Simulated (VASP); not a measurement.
The system is SiO2 (Cristobalite).

```
Si O
1.0
     4.98900    0.00000    0.00000
     0.00000    4.98900    0.00000
     0.00000    0.00000    6.99100
Si O
4 8
Cartesian
  1.4851 1.4851 0.0000
  1.0094 3.9796 1.7477
  3.5039 3.5039 3.4955
  3.9796 1.0094 5.2432
  1.2024 0.4986 1.2306
  1.9959 3.6969 2.9783
  3.7866 4.4904 4.7261
  2.9931 1.2921 6.4738
  3.6969 1.9959 4.0127
  4.4904 3.7866 2.2649
  1.2921 2.9931 0.5172
  0.4986 1.2024 5.7604
```

| Property | Result |
| --- | --- |
| Program | VASP 6.6.1 |
| Task | relaxation of the atoms |
| Functional | PBE |
| Potentials or basis | VASP PAW PBE potentials, release 64 (Si, O) |
| Cutoff | 520 eV |
| k mesh | 4 × 4 × 3 |
| Occupations | fermi-dirac, width 0.02 eV |
| Spin | no spin polarisation |

At the start: pressure 7.0 GPa; volume 14.50 Å³/atom.

Problem. Where does the relaxation end?

Solution. Over 20 steps the energy falls by 10.6 meV/atom; space group P4_12_12 (No. 92, to 0.05 Å).

The path:
| step | energy change (eV) | largest force (eV/Å) | pressure (GPa) |
| --- | --- | --- | --- |
| 1 | 0.0000 | 0.4483 | 7.00 |
| 2 | -0.0424 | 0.5529 | 5.47 |
| 3 | -0.0426 | 0.5904 | 5.35 |
| 4 | -0.0652 | 0.4813 | 4.68 |
| 5 | -0.0983 | 0.1771 | 2.71 |
| 6 | -0.0988 | 0.1907 | 2.44 |
| 7 | -0.1023 | 0.2010 | 2.42 |
| 8 | -0.1104 | 0.2315 | 2.35 |
| 9 | -0.1167 | 0.2911 | 2.20 |
| 10 | -0.1193 | 0.2153 | 2.15 |
| 11 | -0.1230 | 0.0813 | 2.00 |
| 12 | -0.1230 | 0.0818 | 2.00 |
| 13 | -0.1234 | 0.0773 | 1.95 |
| 14 | -0.1245 | 0.0644 | 1.81 |
| 15 | -0.1260 | 0.0420 | 1.52 |
| 16 | -0.1267 | 0.0475 | 0.94 |
| 17 | -0.1268 | 0.0387 | 1.09 |
| 18 | -0.1268 | 0.0604 | 1.05 |
| 19 | -0.1269 | 0.0254 | 1.07 |
| 20 | -0.1270 | 0.0187 | 1.07 |

Final structure:
```yaml
crystal:
  lattice:
    - [4.98900, 0.00000, 0.00000]
    - [0.00000, 4.98900, 0.00000]
    - [0.00000, 0.00000, 6.99100]
  atoms:
    - { symbol: Si, position: [0.30290, 0.30290, 0.00000] }
    - { symbol: Si, position: [0.19710, 0.80290, 0.25000] }
    - { symbol: Si, position: [0.69710, 0.69710, 0.50000] }
    - { symbol: Si, position: [0.80290, 0.19710, 0.75000] }
    - { symbol: O, position: [0.23784, 0.11194, 0.18259] }
    - { symbol: O, position: [0.38806, 0.73784, 0.43259] }
    - { symbol: O, position: [0.76216, 0.88806, 0.68259] }
    - { symbol: O, position: [0.61194, 0.26216, 0.93259] }
    - { symbol: O, position: [0.73784, 0.38806, 0.56741] }
    - { symbol: O, position: [0.88806, 0.76216, 0.31741] }
    - { symbol: O, position: [0.26216, 0.61194, 0.06741] }
    - { symbol: O, position: [0.11194, 0.23784, 0.81741] }
```
